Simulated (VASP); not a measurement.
# Si62B (a cell with a defect) in VASP: a series of runs, part 2 of 2

VASP 6.6.1. Earlier steps stand in the parts before.

### Step 4. Single point, LDA, collinear spin, zero start

INCAR reads:

```
SYSTEM = Si62B
PREC = Accurate ; ENCUT = 520
EDIFF = 1E-7 ; ISMEAR = -1
SIGMA = 0.05 ; LREAL = Auto
LASPH = .True. ; NELM = 150
ALGO = Normal ; ISIF = 2
LWAVE = .False. ; LCHARG = .True.
ISPIN = 2 ; MAGMOM = 0 0 0 0 0 0 0 0 0 0 0 0 0 0 0 0 0 0 0 0 0 0 0 0 0 0 0 0 0 0 0 0 0 0 0 0 0 0 0 0 0 0 0 0 0 0 0 0 0 0 0 0 0 0 0 0 0 0 0 0 0 0 0
LORBIT = 11 ; GGA = CA
LELF = .True. ; LVHAR = .True.
NELECT = 249.0 ; NBANDS = 166
```

KPOINTS reads:

```
Automatic mesh
0
Gamma
  1 1 1
  0 0 0
```

POSCAR reads:

```
Si62B
1.0
   10.8600000000      0.0000000000      0.0000000000
    0.0000000000     10.8600000000      0.0000000000
    0.0000000000      0.0000000000     10.8600000000
Si B
62 1
Direct
    0.5047467772      0.0012238490      0.0054042357
    0.6351955801      0.1153556169      0.1392082873
    0.7492985267      0.2458144567      0.0054138122
    0.8755963168      0.3741282689      0.1247676796
    0.8611654696      0.1153696133      0.3651838858
    0.0070272560      0.0020935543     -0.0066434622
    0.1235620626      0.1232521179      0.1272830571
    0.2501139963      0.2485833333     -0.0006873849
    0.3765679558      0.3740120626      0.1251913444
    0.5019692449      0.5004651013     -0.0006816759
    0.6273067219      0.6270055249      0.1272814917
    0.7485196133      0.7435642726     -0.0065858195
    0.2516810313      0.0000511050      0.2498746777
    0.3748553407      0.1261064457      0.3759209024
    0.5017321363      0.2488513812      0.2514997238
    0.6244810313      0.3757645488      0.3759173112
    0.7505292818      0.4989253223      0.2498774401
    0.8731419890      0.6269908840      0.3731127993
    0.5017261510      0.0016607735      0.4986729282
    0.6244848987      0.1260670350      0.6255610497
    0.7488850829      0.2488567219      0.4986864641
    0.8752126151      0.3739919890      0.6238447514
    0.7505354512      0.0000329650      0.7487276243
    0.8731279006      0.1232632597      0.8768270718
    0.0012077348      0.4978281768     -0.0008483425
    0.1272076427      0.6233401473      0.1221778085
    0.2527010129      0.7493442910     -0.0008312155
    0.3764378453      0.8749516575      0.1247630755
   -0.0050517495      0.2458302026      0.2510518416
    0.1231357274      0.3731663904      0.3734720074
    0.2515281768      0.4990274401      0.2511131676
    0.3773999079      0.6274188766      0.3734820442
    0.5047254144      0.7556081031      0.2510655617
    0.6352085635      0.8894107735      0.3651752302
   -0.0050331492      0.0012209945      0.4956380295
    0.1231562615      0.1236262431      0.6229822284
    0.2489785451      0.2503986188      0.5002132597
    0.3754038674      0.3751498158      0.6249697053
    0.5001616022      0.5015747698      0.5002347145
    0.6269197053      0.6274125230      0.6230127072
    0.7493152855      0.7555961326      0.4956517495
    0.8756206262      0.8749462247      0.6239377532
    0.2515534070      0.0012667587      0.7488378453
    0.3774148250      0.1236280847      0.8772265193
    0.5001592081      0.2503831492      0.7513837017
    0.6269036832      0.3731553407      0.8772424494
    0.7492793738      0.4990071823      0.7488567219
    0.8781857274      0.6233540516      0.8731882136
    0.0070593923      0.7434888582      0.2519331492
    0.1235853591      0.8774392265      0.3730828729
    0.0010848987      0.5004417127      0.4984516575
    0.1261051565      0.6244419890      0.6235371087
    0.2500945672      0.7494573665      0.4984466851
    0.3765666667      0.8753425414      0.6238303867
    0.0010964088      0.2485888582      0.7502806630
    0.1261209024      0.3736483425      0.8742862799
    0.2508166667      0.4997651013      0.7496229282
    0.3769110497      0.6244720994      0.8743069982
    0.5019720994      0.7494980663      0.7502998158
    0.6273302026      0.8774274401      0.8768282689
    0.0011991713      0.7493441989      0.7476722836
    0.1271987109      0.8723672192      0.8731817680
    0.7215744015      0.0289954880      0.2787910681
```

Started as:

```bash
cat potpaw_LDA.64/Si/POTCAR potpaw_LDA.64/B/POTCAR > POTCAR
mpirun -np 1 vasp_gam > vasp.out
```

Wall time 10 min (1 thread of Intel Xeon Platinum 8259CL at 2.50GHz (Skylake/Cascade Lake), shared host); peak memory 0.92 GiB.

It converged, with:

```
Free energy                                           : -378.0909 eV
Largest force                                         : 0.008 eV/Å
Net moment                                            : 0.00 μB per cell
Valence electrons inside the program's atomic spheres : Si 1.69, 1.71, 1.65, 1.70 (each value once); B 1.76
```

Forces on the atoms (eV/Å):
```
Si   0.001  0.005  0.000
Si   0.001  0.001 -0.002
Si  -0.004  0.001  0.000
Si   0.003 -0.001 -0.004
Si   0.002  0.001  0.001
Si   0.001  0.002  0.001
Si   0.004 -0.001 -0.006
Si  -0.001  0.003  0.007
Si   0.000 -0.002  0.000
Si  -0.004  0.001  0.006
Si   0.001 -0.002 -0.005
Si  -0.001  0.000  0.000
Si  -0.004  0.003  0.004
Si   0.002 -0.001  0.000
Si  -0.001  0.002 -0.005
Si   0.000 -0.004  0.000
Si  -0.003  0.001  0.003
Si   0.005 -0.003  0.000
Si  -0.001 -0.004  0.000
Si   0.000  0.002 -0.002
Si   0.005  0.001 -0.001
Si   0.002 -0.002 -0.001
Si  -0.003  0.003  0.003
Si   0.005 -0.001 -0.004
Si   0.000  0.002  0.001
Si   0.000 -0.001  0.003
Si   0.000 -0.001 -0.001
Si   0.000 -0.002 -0.001
Si   0.000  0.000  0.005
Si   0.002  0.001  0.000
Si  -0.002  0.002 -0.006
Si  -0.002 -0.002  0.001
Si   0.002 -0.001  0.005
Si   0.000 -0.005  0.000
Si   0.000  0.006 -0.002
Si   0.001  0.002  0.001
Si  -0.001  0.000  0.000
Si  -0.002 -0.003  0.000
Si   0.000  0.000  0.000
Si  -0.001 -0.001  0.001
Si  -0.005 -0.001 -0.001
Si   0.003 -0.003 -0.001
Si  -0.004 -0.006  0.002
Si  -0.003  0.001  0.000
Si   0.000  0.002  0.000
Si  -0.001  0.003 -0.002
Si   0.006  0.003  0.003
Si  -0.003  0.000 -0.001
Si   0.000  0.002  0.002
Si   0.003 -0.007 -0.001
Si  -0.007  0.002  0.004
Si   0.003 -0.003 -0.006
Si  -0.001  0.007  0.004
Si   0.002  0.000 -0.002
Si  -0.008  0.003  0.001
Si   0.003 -0.004 -0.002
Si  -0.001  0.003  0.002
Si   0.004 -0.003 -0.003
Si  -0.005  0.004  0.001
Si   0.002 -0.005 -0.003
Si   0.001  0.000  0.001
Si   0.001  0.002 -0.001
B    0.002 -0.001  0.000
```

Levels at points of the mesh, in eV from the Fermi level:
Spin up:
```
           k point  band 121  band 122  band 123  band 124  band 125  band 126  band 127  band 128  band 129  band 130
(0.00, 0.00, 0.00)     -0.89     -0.89     -0.08     -0.08     -0.08      0.79      0.79      0.82      0.88      0.88
```
Spin down:
| k point | band 121 | band 122 | band 123 | band 124 | band 125 | band 126 | band 127 | band 128 | band 129 | band 130 |
| --- | --- | --- | --- | --- | --- | --- | --- | --- | --- | --- |
| (0.00, 0.00, 0.00) | -0.89 | -0.89 | -0.08 | -0.08 | -0.08 | 0.79 | 0.79 | 0.82 | 0.88 | 0.88 |

Caveat: the k points lie up to 0.58 Å⁻¹ apart; the cell carries a net charge on a neutralising background, which shifts energy and pressure; the cell is charged against a uniform background, so pressure and absolute levels hang on convention.
